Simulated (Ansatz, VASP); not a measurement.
**SnO in VASP and in Ansatz**

INCAR

```
SYSTEM = SnO
PREC     = Accurate       ! precision mode
ENCUT    = 520            ! plane-wave cutoff, eV
EDIFF    = 1E-6           ! SCF threshold, eV
ISMEAR   = 0              ! smearing method
SIGMA    = 0.05           ! smearing width, eV
LREAL    = .False.        ! projectors in reciprocal space
LASPH    = .True.         ! aspherical terms in the spheres
NELM     = 80             ! most SCF steps
ALGO     = Normal         ! electronic algorithm
ISIF     = 2              ! what is computed and relaxed
LWAVE    = .False.        ! write WAVECAR
LCHARG   = .False.        ! write CHGCAR
GGA      = PE             ! functional
NBANDS   = 50             ! bands
```

Contents of KPOINTS:

```
Automatic mesh
0
Gamma
  8 8 4
  0 0 0
```

POSCAR

```
SnO
1.0
    2.7369120000     -2.7377960000      0.0000000000
    2.7369120000      2.7377960000      0.0000000000
    0.0000000000      0.0000000000     10.2219600000
Sn O
4 4
Direct
    0.7365470000      0.2634530000      0.8638580000
    0.2634530000      0.7365470000      0.1361420000
    0.7634530000      0.2365470000      0.3638580000
    0.2365470000      0.7634530000      0.6361420000
    0.2619440000      0.2380560000      0.2500000000
    0.7380560000      0.7619440000      0.7500000000
    0.2380560000      0.2619440000      0.7500000000
    0.7619440000      0.7380560000      0.2500000000
```

Input for Ansatz:

```yaml
crystal:
  lattice:
    - [2.736912, -2.737796, 0.0]
    - [2.736912, 2.737796, 0.0]
    - [0.0, 0.0, 10.22196]
  atoms:
    - { symbol: Sn, position: [0.736547, 0.263453, 0.863858] }
    - { symbol: Sn, position: [0.263453, 0.736547, 0.136142] }
    - { symbol: Sn, position: [0.763453, 0.236547, 0.363858] }
    - { symbol: Sn, position: [0.236547, 0.763453, 0.636142] }
    - { symbol: O, position: [0.261944, 0.238056, 0.25] }
    - { symbol: O, position: [0.738056, 0.761944, 0.75] }
    - { symbol: O, position: [0.238056, 0.261944, 0.75] }
    - { symbol: O, position: [0.761944, 0.738056, 0.25] }
basis:
  ecutwfc: 420
  fft_grid_basis: typed
kpoints:
  mp_grid: { grid: [8, 8, 4] }
hamiltonian:
  xc: pbe
scf:
  occupations: { method: gaussian, width: 0.05 }
output:
  forces: true
  stress: true
  eigenvalues: true
  bader: true
  write_density: true
  volumetric_format: npy
  elf: true
```

Alike in both runs: task single point; functional PBE; k mesh 8 × 8 × 4; occupations gaussian, width 0.05 eV; no spin polarisation.

```csv
,VASP,Ansatz
version,VASP 6.6.1,Ansatz 0.2.0
potentials or method,"VASP PAW PBE potentials, release 64 (Sn_d, O), cutoff 520 eV","scalar-relativistic, plane waves, PAW"
valence electrons in the cell,80,80
```

```csv
,VASP,Ansatz,Ansatz less VASP
gap on the k mesh at the Fermi level (eV),0.54,0.53,-0.009
pressure (GPa),-0.2,-0.4,-0.18
"traceless stress, the component that is largest in VASP (GPa)",-0.06,-0.07,-0.017
rms of the force components (eV/Å),0.020,0.039,+0.0188
```

Atom by atom the forces differ by 0.031 eV/Å (rms over components). With one functional, cell and mesh, what is left measures potentials, basis and numerics.
